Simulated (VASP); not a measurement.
# Cu (Cmcm) in VASP: notebook, part 2 of 2

VASP 6.6.1. Earlier steps stand in the parts before.

### Step 5. Single point, PBEsol

The input, INCAR:

```
SYSTEM = Cu
PREC = Accurate ; ENCUT = 520
EDIFF = 1E-6 ; ISMEAR = 1
SIGMA = 0.05 ; LREAL = .FALSE.
LASPH = .TRUE. ; NELM = 100
ALGO = Normal ; ISIF = 2
LWAVE = .FALSE. ; LCHARG = .FALSE.
GGA = PS ; NBANDS = 18
```

The input, KPOINTS:

```
Automatic mesh
0
G
  14 14 13
  0 0 0
```

The input, POSCAR:

```
Cu
1.0
    1.2184640000     -3.9763780000      0.0000000000
    1.2184640000      3.9763780000      0.0000000000
    0.0000000000      0.0000000000      2.4754960000
Cu
2
Direct
    0.1338670000      0.8661330000      0.2500000000
    0.8661330000      0.1338670000      0.7500000000
```

Potentials or basis: VASP PAW PBE potentials, release 64 (Cu).

The run is started by

```sh
cat potpaw_PBE.64/Cu/POTCAR > POTCAR
mpirun -np 1 vasp_std > vasp.out
```

OUTCAR:

```text
SYSTEM = Cu
   PREC = Accurate
   ENCUT = 520
   EDIFF = 1E-6
   ISMEAR = 1
   LREAL = .FALSE.
   LASPH = .TRUE.
   NELM = 100
   ISIF = 2
   GGA = PS

 ion  position               nearest neighbor table
   1  0.134  0.866  0.250-   2 2.46   2 2.46   2 2.54   2 2.54   2 2.54   2 2.54
   2  0.866  0.134  0.750-   1 2.46   1 2.46   1 2.54   1 2.54   1 2.54   1 2.54

  LATTYP: Found a base centered orthorhombic cell.
 ALAT       =     2.4369280000
 B/A-ratio  =     3.2634349476
 C/A-ratio  =     1.0158264832

  Lattice vectors:

 A1 = (   1.2184640000,  -3.9763780000,   0.0000000000)
 A2 = (   1.2184640000,   3.9763780000,   0.0000000000)
 A3 = (   0.0000000000,   0.0000000000,   2.4754960000)

Analysis of symmetry for initial positions (statically):
=====================================================================
 Subroutine PRICEL returns:
 Original cell was already a primitive cell.

 Routine SETGRP: Setting up the symmetry group for a
 base centered orthorhombic supercell.

 Subroutine GETGRP returns: Found  8 space group operations
 (whereof  4 operations were pure point group operations)
 out of a pool of  8 trial point group operations.

The static configuration has the point symmetry C_2h.
 The point group associated with its full space group is D_2h.

Analysis of symmetry for dynamics (positions and initial velocities):
=====================================================================
 Subroutine PRICEL returns:
 Original cell was already a primitive cell.

 Routine SETGRP: Setting up the symmetry group for a
 base centered orthorhombic supercell.

 Subroutine GETGRP returns: Found  8 space group operations
 (whereof  4 operations were pure point group operations)
 out of a pool of  8 trial point group operations.

The dynamic configuration has the point symmetry C_2h.
 The point group associated with its full space group is D_2h.

[... 108 lines left out ...]
   PSTRESS=    0.0 pullay stress
   NELECT =      22.0000    total number of electrons
   NUPDOWN=      -1.0000    fix difference up-down
   EMIN   =  10.00;   EMAX   =-10.00  energy-range for DOS
   EFERMI =   0.00;   METHOD = LEGACY
   ISMEAR =     1;   SIGMA  =   0.05  broadening in eV -4-tet -1-fermi 0-gaus
   EFERMI_NEDOS =   21; number of points for ismear=-14 and -15
   IALGO  =     38    algorithm
   IMIX   =      4    mixing-type and parameters
     AMIX     =   0.40;   BMIX     =  1.00
     AMIX_MAG =   1.60;   BMIX_MAG =  1.00
  volume/ion in A,a.u.               =      11.99        80.94
  Fermi-wavevector in a.u.,A,eV,Ry     =   1.590565  3.005733 34.421356  2.529898
  Thomas-Fermi vector in A             =   2.689241
   LORBIT       =      0    0 simple, 1 ext, 2 COOP (PROOUT), +10 PAW based schemes
   GGA     = PS    functional components
   LHFCALC =     F    Hartree Fock is set to
   AEXX    =    0.0000 exact exchange contribution
   IVDW    =     0    specifies the selected vdW correction
   LEPSILON=     F    determine dielectric tensor
   LRPA    =     F    only Hartree local field effects (RPA)
 non-spin polarized calculation
 Methfessel and Paxton  Order N= 1 SIGMA  =   0.05
  energy-cutoff  :      520.00
  volume of cell :       23.99
 maximum number of plane-waves:       672
   NGX = 15   NGY = 15   NGZ =  9

 number of electron      21.9999988 magnetization

 Free energy of the ion-electron system (eV)
  ---------------------------------------------------
  ext. energy  EPLUGINS =         0.00000000
  ---------------------------------------------------
  free energy    TOTEN  =        -8.30340268 eV

  energy without entropy =       -8.30330050  energy(sigma->0) =       -8.30336862

 E-fermi :   7.1807     XC(G=0): -12.7833

 val. band max:        7.1797067656   @ k =  -0.4286   0.1429   0.0000
 cond. band min:       7.1875264071   @ k =   0.5000   0.2143   0.1538
 fundamental gap:      0.0078196416
 Fermi energy:         7.1806857971

 k-point     1 :       0.0000    0.0000    0.0000
  band No.  band energies     occupation
      1      -2.0679      2.00000
      2       2.2428      2.00000
      3       3.0022      2.00000
      4       3.4829      2.00000
      5       4.1953      2.00000
      6       4.4598      2.00000
[... 481 lines left out ...]
      5       4.2372      2.00000
      6       4.3654      2.00000
[... 10 lines left out ...]
     17      27.7571      0.00000
     18      29.0857      0.00000

 [... further k-points ...]
[... 5 lines left out ...]
  --------------------------------------------------------------------------------------
  -------------------------------------------------------------------------------------
  Total       -0.1257524     -0.1742967     -0.0589274      0.0000000      0.0000000      0.0000000
  in kB       -8.3991292    -11.6414496     -3.9358225      0.0000000      0.0000000      0.0000000
  external PRESSURE =      -7.9921338 kB  Pullay stress =       0.0000000 kB

 VOLUME and BASIS-vectors are now :
 -----------------------------------------------------------------------------
  energy-cutoff  :      520.00
  volume of cell :       23.99
      direct lattice vectors                 reciprocal lattice vectors
     1.218464000 -3.976378000  0.000000000     0.410352706 -0.125742573  0.000000000
     1.218464000  3.976378000  0.000000000     0.410352706  0.125742573  0.000000000
     0.000000000  0.000000000  2.475496000     0.000000000  0.000000000  0.403959449

 POSITION                                       TOTAL-FORCE (eV/Angst)
 -----------------------------------------------------------------------------------
      1.21846      2.91177      0.61887         0.000000     -0.006069      0.000000
      1.21846     -2.91177      1.85662         0.000000      0.006069     -0.000000
 -----------------------------------------------------------------------------------
    total drift:                                0.000000     -0.000000      0.000000

  FREE ENERGIE OF THE ION-ELECTRON SYSTEM (eV)
  ---------------------------------------------------
  free  energy   TOTEN  =        -8.3034026808 eV

  energy  without entropy=       -8.3033004977  energy(sigma->0) =       -8.30336862
```

OSZICAR:

```text
N       E                     dE             d eps       ncg     rms          rms(c)
DAV:   1     0.122361665373E+03    0.12236E+03   -0.10492E+04 15300   0.216E+03
DAV:   2    -0.418572910794E+01   -0.12655E+03   -0.12006E+03 14390   0.288E+02
DAV:   3    -0.103146474884E+02   -0.61289E+01   -0.59081E+01 16272   0.864E+01
DAV:   4    -0.103792272055E+02   -0.64580E-01   -0.64537E-01 17022   0.955E+00
DAV:   5    -0.103800923799E+02   -0.86517E-03   -0.86514E-03 17920   0.950E-01    0.117E+01
DAV:   6    -0.918808926963E+01    0.11920E+01   -0.13597E+01 15362   0.105E+02    0.606E+00
DAV:   7    -0.832774435757E+01    0.86034E+00   -0.27247E+00 15592   0.433E+01    0.669E-01
DAV:   8    -0.830952480757E+01    0.18220E-01   -0.35391E-02 21338   0.293E+00    0.584E-01
DAV:   9    -0.830369206257E+01    0.58327E-02   -0.66913E-03 17290   0.225E+00    0.112E-01
DAV:  10    -0.830340077465E+01    0.29129E-03   -0.41913E-04 23370   0.341E-01    0.933E-03
DAV:  11    -0.830340259819E+01   -0.18235E-05   -0.11986E-05 21344   0.514E-02    0.431E-03
DAV:  12    -0.830340268085E+01   -0.82661E-07   -0.76683E-07  9562   0.190E-02
   1 F= -.83034027E+01 E0= -.83033686E+01  d E =-.102183E-03
```

stdout:

```text
POSCAR found type information on POSCAR Cu
 POSCAR found :  1 types and       2 ions
 scaLAPACK will be used
 -----------------------------------------------------------------------------
|                                                                             |
|                                                                             |
|     You enforced a specific xc type in the INCAR file but a different       |
|     I HOPE YOU KNOW WHAT YOU ARE DOING!                                     |
|                                                                             |
 -----------------------------------------------------------------------------

 LDA part: xc-table for (Slater+PW92), standard interpolation
 POSCAR, INCAR and KPOINTS ok, starting setup
 FFT: planning ... GRIDC
 FFT: planning ... GRID_SOFT
 FFT: planning ... GRID
 WAVECAR not read
 entering main loop
```

Run time: 1.7 min. Hardware: 1 thread of Intel Xeon Platinum 8259CL at 2.50GHz (Skylake/Cascade Lake), shared host; peak memory 0.26 GiB.

Results:

```yaml
Free_energy: -8.3034 eV
Pressure: -0.8 GPa
Largest_force: 0.006 eV/Å
Band_gap_on_the_k_mesh: zero (band 11 reaches 10.84 eV, above the bottom of band 12 at 5.58 eV)
```

Forces in eV/Å, atoms in the order of the input:
```
Cu   0.000 -0.006  0.000
Cu   0.000  0.006  0.000
```

Caveat: the PAW data sets were made with another functional, which shifts forces and pressure a little.

### Step 6. Single point, PBEsol

The input, INCAR:

```
SYSTEM = Cu
  ALGO = Normal
  EDIFF = 1E-7
  ENCUT = 520
  GGA = PS
  ISIF = 2
  ISMEAR = 1
  LASPH = .True.
  LCHARG = .False.
  LREAL = .False.
  LWAVE = .False.
  NBANDS = 18
  NELM = 80
  PREC = Accurate
  SIGMA = 0.025
```

The input, KPOINTS:

```
k-points
0
Gamma
  14 14 13
  0 0 0
```

POSCAR is that of step 5.

Potentials or basis: VASP PAW PBE potentials, release 64 (Cu).

The run is started by

```sh
cat potpaw_PBE.64/Cu/POTCAR > POTCAR
mpirun -np 1 vasp_std > vasp.out
```

Run time: 1.8 min. Hardware: 1 thread of Intel Xeon Platinum 8259CL at 2.50GHz (Skylake/Cascade Lake), shared host; peak memory 0.26 GiB.

The run converged. Its results:

| Quantity | Value |
| --- | --- |
| Free energy | -8.3034 eV |
| Pressure | -0.8 GPa |
| Largest force | 0.007 eV/Å |
| Band gap on the k mesh | zero (band 11 reaches 10.84 eV, above the bottom of band 12 at 5.58 eV) |

Forces on the atoms (eV/Å):
```
Cu   0.000 -0.007  0.000
Cu   0.000  0.007  0.000
```

Stress tensor (GPa, compression positive):
```
-0.83  0.00  0.00
 0.00 -1.19  0.00
 0.00  0.00 -0.40
```

Levels at points of the mesh, in eV from the Fermi level:
```tsv
k point	band 7	band 8	band 9	band 10	band 11	band 12	band 13	band 14	band 15	band 16
(0.00, 0.00, 0.00)	-2.30	-1.99	-1.79	-1.66	-1.41	-0.06	4.81	14.74	18.39	19.27
(0.50, 0.00, 0.00)	-2.66	-2.47	-2.09	-1.62	-0.46	1.29	2.53	6.88	12.89	15.69
(0.50, 0.50, 0.00)	-2.55	-2.28	-2.25	-1.89	-1.56	-1.49	13.62	15.29	15.56	17.61
```

Caveat: the PAW data sets were made with another functional, which shifts forces and pressure a little.

### Step 7. The runs side by side

| smearing | gap on the mesh (eV) | pressure (GPa) | largest force (eV/Å) |
| --- | --- | --- | --- |
| methfessel-paxton 0.25 eV | none | -0.8 | - |
| methfessel-paxton 0.15 eV | none | -0.8 | 0.01 |
| methfessel-paxton 0.1 eV | none | -0.8 | 0.01 |
| methfessel-paxton 0.05 eV | none | -0.8 | 0.01 |
| methfessel-paxton 0.025 eV | none | -0.8 | 0.01 |

Alike in all rows: task single point; level PBEsol; potentials or basis VASP PAW PBE potentials, release 64 (Cu); no spin polarisation; cell as given; k mesh 14 × 14 × 13; cutoff (eV) 520.

Every run on the cell as given and a fine mesh finds a metal.

Caveats: the PAW data sets were made with another functional, which shifts forces and pressure a little.

Total energies depend on the potentials used, so only differences within one code and one set of settings carry meaning.
